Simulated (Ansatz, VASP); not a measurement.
**One calculation of Si2W, two programs**

Contents of INCAR:

```
SYSTEM = Si2W
ALGO = Normal
EDIFF = 1E-6
EDIFFG = -0.01
ENCUT = 600
GGA = PE
IBRION = 2
ISIF = 3
ISMEAR = 0
LASPH = .TRUE.
LCHARG = .FALSE.
LREAL = .FALSE.
LWAVE = .FALSE.
NELM = 60
NSW = 100
PREC = Accurate
SIGMA = 0.1
```

KPOINTS

```
k-points
0
G
  10 10 18
  0 0 0
```

POSCAR

```
Si2W
1.0
    2.8169399582     -4.0197293744      0.0000000000
    2.8169399582      4.0197293744      0.0000000000
    0.0000000000      0.0000000000      2.6467591933
Si W
2 1
Direct
    0.0000000000      0.5000000000      0.0000000000
    0.5000000000      0.0000000000      0.0000000000
    0.0000000000      0.0000000000      0.0000000000
```

Input for Ansatz:

```yaml
crystal:
  lattice:
    - [2.8169399582, -4.0197293744, 0.0]
    - [2.8169399582, 4.0197293744, 0.0]
    - [0.0, 0.0, 2.6467591933]
  atoms:
    - { symbol: Si, position: [0.0, 0.5, 0.0] }
    - { symbol: Si, position: [0.5, 0.0, 0.0] }
    - { symbol: W, position: [0.0, 0.0, 0.0] }
basis:
  ecutwfc: 420
kpoints:
  mp_grid: { grid: [10, 10, 18] }
hamiltonian:
  xc: pbe
scf:
  occupations: { method: gaussian, width: 0.1 }
output:
  forces: true
  stress: true
  eigenvalues: true
relax:
  adjacent_minimum: "off"
  f_tol: 0.01
  max_steps: 80
  cell: { stress_tol: 0.05 }
```

Alike in both runs: task relaxation of cell and atoms; functional PBE; k mesh 10 × 10 × 18; occupations gaussian, width 0.1 eV; no spin polarisation.

|  | VASP | Ansatz |
| --- | --- | --- |
| version | VASP 6.6.1 | Ansatz 0.2.0 |
| potentials or method | VASP PAW PBE potentials, release 64 (Si, W_sv), cutoff 600 eV | scalar-relativistic, plane waves, PAW |
| valence electrons in the cell | 22 | 22 |

VASP gave:

```
gap on the k mesh at the Fermi level, each at its own relaxed structure (eV) : none
relaxed volume (Å³/atom)                                                     : 19.86
relaxed cell length with the largest relative difference (Å)                 : 2.679
```

**Question.** What did Ansatz give for the same quantities?

**Answer.** gap on the k mesh at the Fermi level, each at its own relaxed structure (eV): none; relaxed volume (Å³/atom): 19.84; relaxed cell length with the largest relative difference (Å): 2.677.

A gap of «none» marks a metal or a gap that the smearing closes.

Spin-orbit coupling is off throughout.
